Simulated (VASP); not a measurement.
# Ag (Fm-3m) in VASP: notebook

Ag is run at these levels: LDA; tasks: single point.

Program: VASP 6.6.1. These are calculated values, not measurements. Logs are shortened: lines on timing, memory, paths and dates and some standing lists are left out, and cuts for length are marked.

## (1) The cell of the first run

The structure is cubic, space group Fm-3m (No. 225). Conventional cell: a = 4.002 Å, b = 4.002 Å, c = 4.002 Å, α = 90.00°, β = 90.00°, γ = 90.00°. Ag (site symmetry m-3m) has 12 Ag at 2.83 Å within 3.7 Å.

## (2) Single point, LDA

Input file INCAR:

```
  ALGO = Normal
  EDIFF = 1E-6
  ENCUT = 520
  GGA = CA
  ISIF = 2
  ISMEAR = 0
  LASPH = True
  LCHARG = False
  LREAL = False
  LWAVE = False
  NBANDS = 12
  NELM = 80
  PREC = Accurate
  SIGMA = 0.1
```

Input file KPOINTS:

```
k-points
0
Gamma
  18 18 18
```

Input file POSCAR:

```
Ag
1.0
    0.0000000000      2.0008656687      2.0008656687
    2.0008656687      0.0000000000      2.0008656687
    2.0008656687      2.0008656687      0.0000000000
Ag
1
Direct
    0.0000000000      0.0000000000      0.0000000000
```

Potentials or basis: VASP PAW LDA potentials, release 64 (Ag).

Run with:

```console
cat potpaw_LDA.64/Ag/POTCAR > POTCAR
mpirun -np 1 vasp_std > vasp.out
```

OUTCAR:

```text
EDIFF = 1E-6
   ENCUT = 520
   GGA = CA
   ISIF = 2
   ISMEAR = 0
   LASPH = True
   LREAL = False
   NELM = 80
   PREC = Accurate

 ion  position               nearest neighbor table
   1  0.000  0.000  0.000-

  LATTYP: Found a face centered cubic cell.
 ALAT       =     4.0017313374

  Lattice vectors:

 A1 = (   0.0000000000,   2.0008656687,   2.0008656687)
 A2 = (   2.0008656687,   0.0000000000,   2.0008656687)
 A3 = (   2.0008656687,   2.0008656687,   0.0000000000)

Analysis of symmetry for initial positions (statically):
=====================================================================
 Subroutine PRICEL returns:
 Original cell was already a primitive cell.

 Routine SETGRP: Setting up the symmetry group for a
 face centered cubic supercell.

 Subroutine GETGRP returns: Found 48 space group operations
 (whereof 48 operations were pure point group operations)
 out of a pool of 48 trial point group operations.

The static configuration has the point symmetry O_h .

Analysis of symmetry for dynamics (positions and initial velocities):
=====================================================================
 Subroutine PRICEL returns:
 Original cell was already a primitive cell.

 Routine SETGRP: Setting up the symmetry group for a
 face centered cubic supercell.

 Subroutine GETGRP returns: Found 48 space group operations
 (whereof 48 operations were pure point group operations)
 out of a pool of 48 trial point group operations.

The dynamic configuration has the point symmetry O_h .

 Subroutine INISYM returns: Found 48 space group operations
 (whereof 48 operations are pure point group operations),
 and found     1 'primitive' translations

----------------------------------------------------------------------------------------

                                     Primitive cell

  volume of cell :      16.0208

  direct lattice vectors                    reciprocal lattice vectors
     0.000000000  2.000865669  2.000865669    -0.249891838  0.249891838  0.249891838
     2.000865669  0.000000000  2.000865669     0.249891838 -0.249891838  0.249891838
     2.000865669  2.000865669  0.000000000     0.249891838  0.249891838 -0.249891838

  length of vectors
     2.829651365  2.829651365  2.829651365     0.432825360  0.432825360  0.432825360

  position of ions in fractional coordinates (direct lattice)
     0.000000000  0.000000000  0.000000000

  ion indices of the primitive-cell ions
   primitive index   ion index
                 1           1

----------------------------------------------------------------------------------------

 KPOINTS: k-points

Automatic generation of k-mesh.
 Grid dimensions read from file:
 generate k-points for:   18   18   18

 Generating k-lattice:

  Cartesian coordinates                     Fractional coordinates (reciprocal lattice)
    -0.013882880  0.013882880  0.013882880     0.055555556  0.000000000  0.000000000
     0.013882880 -0.013882880  0.013882880     0.000000000  0.055555556  0.000000000
     0.013882880  0.013882880 -0.013882880     0.000000000  0.000000000  0.055555556

  Length of vectors
     0.024045853  0.024045853  0.024045853

  Shift w.r.t. Gamma in fractional coordinates (k-lattice)
     0.000000000  0.000000000  0.000000000

 Subroutine IBZKPT returns following result:
 ===========================================

 Found    195 irreducible k-points:

 Following reciprocal coordinates:
            Coordinates               Weight
  0.000000  0.000000  0.000000      1.000000
  0.055556  0.000000  0.000000      8.000000
  0.111111  0.000000  0.000000      8.000000
  0.166667  0.000000  0.000000      8.000000
  0.222222  0.000000  0.000000      8.000000
  0.277778  0.000000  0.000000      8.000000
[... 16 lines left out ...]
 -0.277778  0.055556  0.000000     24.000000
 -0.222222  0.055556  0.000000     24.000000
 [... further k-points ...]
   k-points           NKPTS =    195   k-points in BZ     NKDIM =    195   number of bands    NBANDS=     12
   number of dos      NEDOS =    301   number of ions     NIONS =      1
   total plane-waves  NPLWV =  13824
   dimension x,y,z NGX =    24 NGY =   24 NGZ =   24
   dimension x,y,z NGXF=    48 NGYF=   48 NGZF=   48
   ions per type =               1
   NGX,Y,Z   is equivalent  to a cutoff of  14.10, 14.10, 14.10 a.u.
   NGXF,Y,Z  is equivalent  to a cutoff of  28.20, 28.20, 28.20 a.u.
 SYSTEM =  unknown system
   PREC   = accura    normal or accurate (medium, high low for compatibility)
   ISTART =      0    job   : 0-new  1-cont  2-samecut
   ICHARG =      2    charge: 1-file 2-atom 10-const
   ISPIN  =      1    spin polarized calculation?
   LNONCOLLINEAR =      F non collinear calculations
   LSORBIT =      F    spin-orbit coupling
   LASPH  =      T    aspherical Exc in radial PAW
   ENCUT  =  520.0 eV  38.22 Ry    6.18 a.u.   5.26  5.26  5.26*2*pi/ulx,y,z
   NELM   =     80;   NELMIN=  2; NELMDL= -5     # of ELM steps
   EDIFF  = 0.1E-05   stopping-criterion for ELM
   LREAL  =      F    real-space projection
   EDIFFG = 0.1E-04   stopping-criterion for IOM
   NSW    =      0    number of steps for IOM
   IBRION =     -1    ionic relax: 0-MD 1-quasi-New 2-CG
   NFREE  =      0    steps in history (QN), initial steepest desc. (CG)
   ISIF   =      2    stress and relaxation
   ISYM   =      2    0-nonsym 1-usesym 2-fastsym
   POTIM  = 0.5000    time-step for ionic-motion
   TEBEG  =    0.0;   TEEND  =   0.0 temperature during run
   PSTRESS=    0.0 pullay stress
   NELECT =      11.0000    total number of electrons
   NUPDOWN=      -1.0000    fix difference up-down
   EMIN   =  10.00;   EMAX   =-10.00  energy-range for DOS
   EFERMI =   0.00;   METHOD = LEGACY
   ISMEAR =     0;   SIGMA  =   0.10  broadening in eV -4-tet -1-fermi 0-gaus
   EFERMI_NEDOS =   21; number of points for ismear=-14 and -15
   IALGO  =     38    algorithm
   IMIX   =      4    mixing-type and parameters
     AMIX     =   0.40;   BMIX     =  1.00
     AMIX_MAG =   1.60;   BMIX_MAG =  1.00
  volume/ion in A,a.u.               =      16.02       108.11
  Fermi-wavevector in a.u.,A,eV,Ry     =   1.444257  2.729250 28.380094  2.085878
  Thomas-Fermi vector in A             =   2.562572
   LORBIT       =      0    0 simple, 1 ext, 2 COOP (PROOUT), +10 PAW based schemes
   GGA     = CA    functional components
   LHFCALC =     F    Hartree Fock is set to
   AEXX    =    0.0000 exact exchange contribution
   IVDW    =     0    specifies the selected vdW correction
   LEPSILON=     F    determine dielectric tensor
   LRPA    =     F    only Hartree local field effects (RPA)
 non-spin polarized calculation
 Gauss-broadening in eV      SIGMA  =   0.10
  energy-cutoff  :      520.00
  volume of cell :       16.02
 maximum number of plane-waves:       444
 NGX is ok and might be reduce to    24
   NGX = 11   NGY = 11   NGZ = 11

 number of electron      11.0000002 magnetization

 Free energy of the ion-electron system (eV)
  ---------------------------------------------------
  ext. energy  EPLUGINS =         0.00000000
  ---------------------------------------------------
  free energy    TOTEN  =        -3.78475002 eV

  energy without entropy =       -3.78379556  energy(sigma->0) =       -3.78427279

 E-fermi :   9.0326     XC(G=0): -12.9531

 val. band max:        8.9957441114   @ k =   0.5000   0.2778   0.1111
 cond. band min:       9.1876196402   @ k =   0.5000   0.1111   0.0000
 fundamental gap:      0.1918755288
 Fermi energy:         9.0326302657

 k-point     1 :       0.0000    0.0000    0.0000
  band No.  band energies     occupation
      1       0.7562      2.00000
      2       4.0462      2.00000
      3       4.0462      2.00000
      4       4.0462      2.00000
      5       5.2231      2.00000
      6       5.2231      2.00000
      7      25.1906      0.00000
      8      29.0686      0.00000
      9      29.0686      0.00000
     10      29.0686      0.00000
     11      34.2468      0.00000
     12      35.6701      0.00000

 k-point     2 :       0.0556    0.0000    0.0000
  band No.  band energies     occupation
      1       0.8581      2.00000
      2       4.0199      2.00000
      3       4.0764      2.00000
      4       4.0764      2.00000
      5       5.2108      2.00000
      6       5.2108      2.00000
      7      25.2377      0.00000
      8      28.2481      0.00000
      9      29.1320      0.00000
     10      29.1320      0.00000
     11      34.4437      0.00000
     12      35.5039      0.00000

 k-point     3 :       0.1111    0.0000    0.0000
  band No.  band energies     occupation
      1       1.1526      2.00000
      2       3.9577      2.00000
      3       4.1551      2.00000
      4       4.1551      2.00000
      5       5.1863      2.00000
      6       5.1863      2.00000
      7      25.1368      0.00000
      8      26.7656      0.00000
      9      29.2973      0.00000
     10      29.2973      0.00000
     11      33.5270      0.00000
     12      34.9706      0.00000
[... 286 lines left out ...]
 k-point    23 :      -0.2778    0.0556    0.0000
  band No.  band energies     occupation
      1       2.4361      2.00000
      2       4.1914      2.00000
      3       4.2643      2.00000
      4       4.6475      2.00000
      5       5.3771      2.00000
      6       5.9018      2.00000
      7      18.8962      0.00000
      8      25.2879      0.00000
      9      27.7156      0.00000
     10      30.3137      0.00000
     11      31.9247      0.00000
     12      32.2594      0.00000

 k-point    24 :      -0.2222    0.0556    0.0000
  band No.  band energies     occupation
      1       2.2589      2.00000
      2       4.0190      2.00000
      3       4.3215      2.00000
      4       4.3281      2.00000
      5       5.1620      2.00000
      6       5.5673      2.00000
      7      21.0812      0.00000
      8      25.6258      0.00000
      9      28.2677      0.00000
     10      31.0248      0.00000
     11      31.3687      0.00000
     12      32.4979      0.00000

 [... further k-points ...]
[... 5 lines left out ...]
  --------------------------------------------------------------------------------------
  -------------------------------------------------------------------------------------
  Total        0.0154865      0.0154865      0.0154865     -0.0000000     -0.0000000      0.0000000
  in kB        1.5487460      1.5487460      1.5487460     -0.0000000     -0.0000000      0.0000000
  external PRESSURE =       1.5487460 kB  Pullay stress =       0.0000000 kB

 VOLUME and BASIS-vectors are now :
 -----------------------------------------------------------------------------
  energy-cutoff  :      520.00
  volume of cell :       16.02
      direct lattice vectors                 reciprocal lattice vectors
     0.000000000  2.000865669  2.000865669    -0.249891838  0.249891838  0.249891838
     2.000865669  0.000000000  2.000865669     0.249891838 -0.249891838  0.249891838
     2.000865669  2.000865669  0.000000000     0.249891838  0.249891838 -0.249891838

 POSITION                                       TOTAL-FORCE (eV/Angst)
 -----------------------------------------------------------------------------------
      0.00000      0.00000      0.00000         0.000000     -0.000000      0.000000
 -----------------------------------------------------------------------------------
    total drift:                                0.000000      0.000000     -0.000000

  FREE ENERGIE OF THE ION-ELECTRON SYSTEM (eV)
  ---------------------------------------------------
  free  energy   TOTEN  =        -3.7847500204 eV

  energy  without entropy=       -3.7837955577  energy(sigma->0) =       -3.78427279
```

It took 36 s on 1 thread of Intel Xeon Platinum 8259CL at 2.50GHz (Skylake/Cascade Lake), shared host; peak memory 0.15 GiB.

What came out:

```yaml
Free_energy: -3.7848 eV
Pressure: 0.2 GPa
Band_gap_on_the_k_mesh: zero (an odd number of electrons rules out a gap without spin polarisation)
```

## (3) Single point, LDA (15.70 Å³/atom)

This run uses another cell than the first one, of 15.70 Å³/atom.

Input file INCAR:

```
SYSTEM = Ag
PREC = Accurate
ENCUT = 520
EDIFF = 1E-6
ISMEAR = -1
SIGMA = 0.15
LREAL = .FALSE.
LASPH = .TRUE.
NELM = 100
ALGO = Normal
ISIF = 2
LWAVE = .FALSE.
LCHARG = .FALSE.
NBANDS = 12
```

Input file KPOINTS:

```
Automatic mesh
0
G
  20 20 20
  0 0 0
```

Input file POSCAR:

```
Ag
1.0
    0.0000000000      1.9873193871      1.9873193871
    1.9873193871      0.0000000000      1.9873193871
    1.9873193871      1.9873193871      0.0000000000
Ag
1
Direct
    0.0000000000      0.0000000000      0.0000000000
```

Potentials or basis: VASP PAW LDA potentials, release 64 (Ag).

Run with:

```console
cat potpaw_LDA.64/Ag/POTCAR > POTCAR
mpirun -np 1 vasp_std > vasp.out
```

Wall time 42 s (1 thread of Intel Xeon Platinum 8259CL at 2.50GHz (Skylake/Cascade Lake), shared host); peak memory 0.16 GiB.

The run converged. Its results:

* Free energy: -3.7891 eV
* Pressure: 3.1 GPa
* Band gap on the k mesh: zero (an odd number of electrons rules out a gap without spin polarisation)

Levels at points of the mesh, in eV from the Fermi level:
```tsv
k point	band 2	band 3	band 4	band 5	band 6	band 7	band 8	band 9	band 10	band 11
(0.00, 0.00, 0.00)	-5.12	-5.12	-5.12	-3.90	-3.90	16.14	20.14	20.14	20.14	25.37
(0.50, 0.00, 0.00)	-5.15	-5.15	-2.98	-2.98	-0.70	4.03	15.40	18.55	18.55	24.07
(0.50, 0.50, 0.00)	-6.86	-3.01	-2.73	-2.73	1.43	7.36	10.95	10.95	18.25	18.35
```

Caveat: the cell stands under pressure.

The gap in the log of VASP goes by the Fermi energy; the results here count the filled bands.